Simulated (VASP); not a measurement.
# FeSi (P2_13) in VASP: single point with PBE+U

Aim: the single point of FeSi with PBE+U.

Everything below comes from runs of VASP 6.6.1. Logs are shortened: lines on timing, memory, paths and dates and some standing lists are left out, and cuts for length are marked.

## Step 1: The cell of the first run

The structure is cubic, space group P2_13 (No. 198). Conventional cell: a = 4.551 Å, b = 4.551 Å, c = 4.551 Å, α = 90.00°, β = 90.00°, γ = 90.00°. Within 3.1 Å of Fe (site symmetry 3) lie 7 Si at 2.32 to 2.55 Å and 6 Fe at 2.79 Å. Within 3.1 Å of Si (site symmetry 3) lie 7 Fe at 2.32 to 2.55 Å and 6 Si at 2.82 Å.

## Step 2: Single point, PBE+U, collinear spin, ferromagnetic start

Contents of INCAR:

```
SYSTEM = FeSi
PREC = Accurate
ENCUT = 520
EDIFF = 1E-6
ISMEAR = 0
SIGMA = 0.02
LREAL = .FALSE.
LASPH = .TRUE.
NELM = 150
ALGO = Normal
ISIF = 2
LWAVE = .FALSE.
LCHARG = .FALSE.
ISPIN = 2
MAGMOM = 1 1 1 1 0 0 0 0
LORBIT = 11
LMAXMIX = 4
LDAU = .TRUE.
LDAUTYPE = 2
LDAUL = 2 -1
LDAUU = 2 0
LDAUJ = 0 0
LDAUPRINT = 1
GGA = PE
NBANDS = 38
```

Contents of KPOINTS:

```
regular mesh
0
G
  8 8 8
  0 0 0
```

Contents of POSCAR:

```
FeSi
1.0
    4.5507000000      0.0000000000      0.0000000000
    0.0000000000      4.5507000000      0.0000000000
    0.0000000000      0.0000000000      4.5507000000
Fe Si
4 4
Direct
    0.1365200000      0.1365200000      0.1365200000
    0.3634800000      0.8634800000      0.6365200000
    0.6365200000      0.3634800000      0.8634800000
    0.8634800000      0.6365200000      0.3634800000
    0.8424000000      0.8424000000      0.8424000000
    0.6576000000      0.1576000000      0.3424000000
    0.3424000000      0.6576000000      0.1576000000
    0.1576000000      0.3424000000      0.6576000000
```

Potentials or basis: VASP PAW PBE potentials, release 64 (Fe, Si).

Command:

```sh
cat potpaw_PBE.64/Fe/POTCAR potpaw_PBE.64/Si/POTCAR > POTCAR
mpirun -np 1 vasp_std > vasp.out
```

OUTCAR:

```text
SYSTEM = FeSi
   PREC = Accurate
   ENCUT = 520
   EDIFF = 1E-6
   ISMEAR = 0
   LREAL = .FALSE.
   LASPH = .TRUE.
   NELM = 150
   ISIF = 2
   ISPIN = 2
   LORBIT = 11
   GGA = PE

 ion  position               nearest neighbor table
   1  0.137  0.137  0.137-   5 2.32   6 2.37   7 2.37   8 2.37   7 2.55   8 2.55   6 2.55   3 2.79
                             4 2.79   2 2.79   2 2.79   4 2.79   3 2.79
   2  0.363  0.863  0.637-   6 2.32   5 2.37   7 2.37   8 2.37   7 2.55   8 2.55   5 2.55   1 2.79
                             1 2.79   3 2.79   3 2.79   4 2.79   4 2.79
   3  0.637  0.363  0.863-   7 2.32   6 2.37   5 2.37   8 2.37   8 2.55   6 2.55   5 2.55   1 2.79
                             4 2.79   2 2.79   2 2.79   4 2.79   1 2.79
   4  0.863  0.637  0.363-   8 2.32   6 2.37   7 2.37   5 2.37   6 2.55   5 2.55   7 2.55   1 2.79
                             3 2.79   2 2.79   1 2.79   2 2.79   3 2.79
   5  0.842  0.842  0.842-   1 2.32   2 2.37   3 2.37   4 2.37   3 2.55   4 2.55   2 2.55   6 2.82
                             7 2.82   8 2.82   6 2.82   8 2.82   7 2.82
   6  0.658  0.158  0.342-   2 2.32   1 2.37   3 2.37   4 2.37   3 2.55   4 2.55   1 2.55   8 2.82
                             5 2.82   5 2.82   7 2.82   7 2.82   8 2.82
   7  0.342  0.658  0.158-   3 2.32   2 2.37   1 2.37   4 2.37   4 2.55   2 2.55   1 2.55   8 2.82
                             5 2.82   8 2.82   6 2.82   6 2.82   5 2.82
   8  0.158  0.342  0.658-   4 2.32   2 2.37   3 2.37   1 2.37   2 2.55   1 2.55   3 2.55   7 2.82
                             5 2.82   7 2.82   5 2.82   6 2.82   6 2.82

  LATTYP: Found a simple cubic cell.
 ALAT       =     4.5507000000

  Lattice vectors:

 A1 = (   4.5507000000,   0.0000000000,   0.0000000000)
 A2 = (   0.0000000000,   4.5507000000,   0.0000000000)
 A3 = (   0.0000000000,   0.0000000000,   4.5507000000)

Analysis of symmetry for initial positions (statically):
=====================================================================
 Subroutine PRICEL returns:
 Original cell was already a primitive cell.

 Routine SETGRP: Setting up the symmetry group for a
 simple cubic supercell.

 Subroutine GETGRP returns: Found 12 space group operations
 (whereof  3 operations were pure point group operations)
 out of a pool of 48 trial point group operations.

The static configuration has the point symmetry C_3 .
 The point group associated with its full space group is T   .

Analysis of symmetry for dynamics (positions and initial velocities):
=====================================================================
 Subroutine PRICEL returns:
 Original cell was already a primitive cell.

 Routine SETGRP: Setting up the symmetry group for a
 simple cubic supercell.

 Subroutine GETGRP returns: Found 12 space group operations
 (whereof  3 operations were pure point group operations)
 out of a pool of 48 trial point group operations.

The dynamic configuration has the point symmetry C_3 .
 The point group associated with its full space group is T   .

Analysis of structural, dynamic, and magnetic symmetry:
=====================================================================
 Subroutine PRICEL returns:
 Original cell was already a primitive cell.

 Routine SETGRP: Setting up the symmetry group for a
 simple cubic supercell.

 Subroutine GETGRP returns: Found 12 space group operations
 (whereof  3 operations were pure point group operations)
 out of a pool of 48 trial point group operations.

The overall configuration has the point symmetry C_3 .
 The point group associated with its full space group is T   .

 Subroutine INISYM returns: Found 12 space group operations
 (whereof  3 operations are pure point group operations),
 and found     1 'primitive' translations

----------------------------------------------------------------------------------------

                                     Primitive cell

  volume of cell :      94.2399

  direct lattice vectors                    reciprocal lattice vectors
[... 117 lines left out ...]
   IMIX   =      4    mixing-type and parameters
     AMIX     =   0.40;   BMIX     =  1.00
     AMIX_MAG =   1.60;   BMIX_MAG =  1.00
  volume/ion in A,a.u.               =      11.78        79.50
  Fermi-wavevector in a.u.,A,eV,Ry     =   1.307406  2.470639 23.256570  1.709310
  Thomas-Fermi vector in A             =   2.438142
   LORBIT       =     11    0 simple, 1 ext, 2 COOP (PROOUT), +10 PAW based schemes
 LDA+U is selected, type is set to LDAUTYPE =  2
   angular momentum for each species LDAUL =     2   -1
   U (eV)           for each species LDAUU =   2.0  0.0
   J (eV)           for each species LDAUJ =   0.0  0.0
   GGA     = PE    functional components
   LHFCALC =     F    Hartree Fock is set to
   AEXX    =    0.0000 exact exchange contribution
   IVDW    =     0    specifies the selected vdW correction
   LEPSILON=     F    determine dielectric tensor
   LRPA    =     F    only Hartree local field effects (RPA)
 spin polarized calculation
 Gauss-broadening in eV      SIGMA  =   0.02
  energy-cutoff  :      520.00
  volume of cell :       94.24
 maximum number of plane-waves:      2560
 NGX is ok and might be reduce to    36
   NGX = 17   NGY = 17   NGZ = 17

atom =   1  type =  1  l = 2

 onsite density matrix

spin component  1
[... 116 lines left out ...]
  o =  0.4035  v =  0.0000  0.0000  0.0000  0.0000  0.0000  0.5543 -0.2771  0.6644  0.2771  0.3127      0.0000  0.0000  0.0000  0.0000  0.0000  0.0000  0.0000  0.0000  0.0000  0.0000
  o =  0.4035  v =  0.0000  0.0000  0.0000  0.0000  0.0000  0.0000  0.4800 -0.3127  0.4800  0.6644      0.0000  0.0000  0.0000  0.0000  0.0000  0.0000  0.0000  0.0000  0.0000  0.0000
  o =  0.5055  v =  0.0000  0.0000  0.0000  0.0000  0.0000  0.5995 -0.2998 -0.6142  0.2998 -0.2891      0.0000  0.0000  0.0000  0.0000  0.0000  0.0000  0.0000  0.0000  0.0000  0.0000
  o =  0.5055  v =  0.0000  0.0000  0.0000  0.0000  0.0000  0.0000 -0.5192 -0.2891 -0.5192  0.6142      0.0000  0.0000  0.0000  0.0000  0.0000  0.0000  0.0000  0.0000  0.0000  0.0000
  o =  0.7167  v =  0.0000  0.0000  0.0000  0.0000  0.0000 -0.5774 -0.5774 -0.0000  0.5774  0.0000      0.0000  0.0000  0.0000  0.0000  0.0000  0.0000  0.0000  0.0000  0.0000  0.0000
  o =  0.7795  v =  0.5774  0.5774 -0.0000 -0.5774  0.0000  0.0000  0.0000  0.0000  0.0000  0.0000      0.0000  0.0000  0.0000  0.0000  0.0000  0.0000  0.0000  0.0000  0.0000  0.0000
  o =  0.7977  v =  0.1693  0.4263  0.6411  0.5956 -0.1543  0.0000  0.0000  0.0000  0.0000  0.0000      0.0000  0.0000  0.0000  0.0000  0.0000  0.0000  0.0000  0.0000  0.0000  0.0000
  o =  0.7977  v =  0.5900 -0.4417 -0.1543  0.1484 -0.6411  0.0000  0.0000  0.0000  0.0000  0.0000      0.0000  0.0000  0.0000  0.0000  0.0000  0.0000  0.0000  0.0000  0.0000  0.0000
  o =  0.8216  v = -0.0000  0.4663 -0.7511  0.4663 -0.0326  0.0000  0.0000  0.0000  0.0000  0.0000      0.0000  0.0000  0.0000  0.0000  0.0000  0.0000  0.0000  0.0000  0.0000  0.0000
  o =  0.8216  v = -0.5384  0.2692  0.0326 -0.2692 -0.7511  0.0000  0.0000  0.0000  0.0000  0.0000      0.0000  0.0000  0.0000  0.0000  0.0000  0.0000  0.0000  0.0000  0.0000  0.0000

 number of electron      47.9999996 magnetization       4.9336147

 Free energy of the ion-electron system (eV)
  ---------------------------------------------------
  ext. energy  EPLUGINS =         0.00000000
  ---------------------------------------------------
  free energy    TOTEN  =       -50.23276893 eV

  energy without entropy =      -50.23183771  energy(sigma->0) =      -50.23230332

 E-fermi :   9.1512     XC(G=0): -12.4478

 val. band max:        9.1445373559   @ k =   0.3750   0.1250   0.0000
 cond. band min:       9.1540976124   @ k =   0.5000   0.3750   0.3750
 fundamental gap:      0.0095602565
 Fermi energy:         9.1512388866

 spin component 1

 k-point     1 :       0.0000    0.0000    0.0000
  band No.  band energies     occupation
      1      -3.7765      1.00000
      2       1.1863      1.00000
      3       1.1863      1.00000
      4       1.1863      1.00000
      5       3.9110      1.00000
      6       3.9110      1.00000
[... 1865 lines left out ...]
     35      14.2692      0.00000
     36      14.6638      0.00000

 [... further k-points ...]

 [bands above 36 left out]

------------------------ aborting loop because EDIFF is reached ----------------------------------------

  FORCE on cell =-STRESS in cart. coord.  units (eV):
  Direction    XX          YY          ZZ          XY          YZ          ZX
  --------------------------------------------------------------------------------------
  -------------------------------------------------------------------------------------
  Total       -5.0487154     -5.0487154     -5.0487154     -0.0000000     -0.0000000     -0.0000000
  in kB      -85.8335064    -85.8335064    -85.8335064     -0.0000000     -0.0000000     -0.0000000
  external PRESSURE =     -85.8335064 kB  Pullay stress =       0.0000000 kB

 VOLUME and BASIS-vectors are now :
 -----------------------------------------------------------------------------
  energy-cutoff  :      520.00
  volume of cell :       94.24
      direct lattice vectors                 reciprocal lattice vectors
     4.550700000  0.000000000  0.000000000     0.219746413  0.000000000  0.000000000
     0.000000000  4.550700000  0.000000000     0.000000000  0.219746413  0.000000000
     0.000000000  0.000000000  4.550700000     0.000000000  0.000000000  0.219746413

 POSITION                                       TOTAL-FORCE (eV/Angst)
 -----------------------------------------------------------------------------------
      0.62126      0.62126      0.62126        -0.059776     -0.059776     -0.059776
      1.65409      3.92944      2.89661         0.059776      0.059776     -0.059776
      2.89661      1.65409      3.92944        -0.059776      0.059776      0.059776
      3.92944      2.89661      1.65409         0.059776     -0.059776      0.059776
      3.83351      3.83351      3.83351         0.131532      0.131532      0.131532
      2.99254      0.71719      1.55816        -0.131532     -0.131532      0.131532
      1.55816      2.99254      0.71719         0.131532     -0.131532     -0.131532
      0.71719      1.55816      2.99254        -0.131532      0.131532     -0.131532
 -----------------------------------------------------------------------------------
    total drift:                               -0.000000     -0.000000      0.000000

  FREE ENERGIE OF THE ION-ELECTRON SYSTEM (eV)
  ---------------------------------------------------
  free  energy   TOTEN  =       -50.2327689314 eV

  energy  without entropy=      -50.2318377121  energy(sigma->0) =      -50.23230332

 total charge

# of ion       s       p       d       tot
------------------------------------------
    1        0.411   0.574   6.518   7.503
    2        0.411   0.574   6.518   7.503
    3        0.411   0.574   6.518   7.503
    4        0.411   0.574   6.518   7.503
    5        0.738   0.861   0.000   1.598
    6        0.738   0.861   0.000   1.598
    7        0.738   0.861   0.000   1.598
    8        0.738   0.861   0.000   1.598
--------------------------------------------------
tot          4.594   5.740  26.073  36.406

 magnetization (x)

# of ion       s       p       d       tot
------------------------------------------
    1       -0.003  -0.016   1.484   1.465
    2       -0.003  -0.016   1.484   1.465
    3       -0.003  -0.016   1.484   1.465
    4       -0.003  -0.016   1.484   1.465
    5       -0.020  -0.073   0.000  -0.093
    6       -0.020  -0.073   0.000  -0.093
    7       -0.020  -0.073   0.000  -0.093
    8       -0.020  -0.073   0.000  -0.093
--------------------------------------------------
tot         -0.094  -0.355   5.937   5.488
```

Wall time 3.8 min (1 thread of Intel Xeon Platinum 8488C (Sapphire Rapids), shared host); peak memory 0.37 GiB.

Results:

- Free energy: -50.2328 eV
- Pressure: -8.6 GPa
- Largest force: 0.228 eV/Å
- Net moment: 4.93 μB per cell
- Site moments: Fe +1.47; Si -0.09 μB
- Valence electrons inside the program's atomic spheres: Fe 7.50; Si 1.60

Forces in eV/Å, atoms in the order of the input:
```
Fe  -0.060 -0.060 -0.060
Fe   0.060  0.060 -0.060
Fe  -0.060  0.060  0.060
Fe   0.060 -0.060  0.060
Si   0.132  0.132  0.132
Si  -0.132 -0.132  0.132
Si   0.132 -0.132 -0.132
Si  -0.132  0.132 -0.132
```

Eigenvalues of the final occupation matrices:
```
    site  spin  trace               eigenvalues
site 1 d     1   4.02  0.78 0.80 0.80 0.82 0.82
site 1 d     2   2.53  0.40 0.40 0.51 0.51 0.72
site 2 d     1   4.02  0.78 0.80 0.80 0.82 0.82
site 2 d     2   2.53  0.40 0.40 0.51 0.51 0.72
site 3 d     1   4.02  0.78 0.80 0.80 0.82 0.82
site 3 d     2   2.53  0.40 0.40 0.51 0.51 0.72
site 4 d     1   4.02  0.78 0.80 0.80 0.82 0.82
site 4 d     2   2.53  0.40 0.40 0.51 0.51 0.72
```

Caveat: the cell stands under tension; the U is typed as a test and isn't derived for this compound. The state reached can hang on the start; a lower one may exist.
